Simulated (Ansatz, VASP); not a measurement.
**Nb in VASP and in Ansatz**

```
Nb
1.0
    -1.66395    1.72635    1.66395
     1.66395   -1.72635    1.66395
     1.66395    1.72635   -1.66395
Nb
1
Direct
  0.00000 0.00000 0.00000
```

Change from the starting cell: strain +0.0375 x Voigt [0, 1, 0, 0, 0, 0], atoms carried along.

Alike in both runs: task single point; functional LDA; k mesh 20 × 20 × 20; occupations gaussian, width 0.15 eV; no spin polarisation.

```csv
,VASP,Ansatz
version,VASP 6.6.1,Ansatz 0.2.0
potentials or method,"VASP PAW LDA potentials, release 64 (Nb_sv), cutoff 500 eV","scalar-relativistic, plane waves, PAW"
valence electrons in the cell,13,13
```

|  | VASP | Ansatz | Ansatz less VASP |
| --- | --- | --- | --- |
| gap on the k mesh at the Fermi level (eV) | none | none | - |
| pressure (GPa) | -17.2 | -17.0 | +0.15 |
| traceless stress, the component that is largest in VASP (GPa) | -2.44 | -2.45 | -0.003 |

LDA's correlation is that of Perdew and Zunger in VASP and of Perdew and Wang (1992) in Ansatz. A gap of «none» marks a metal or a gap that the smearing closes.
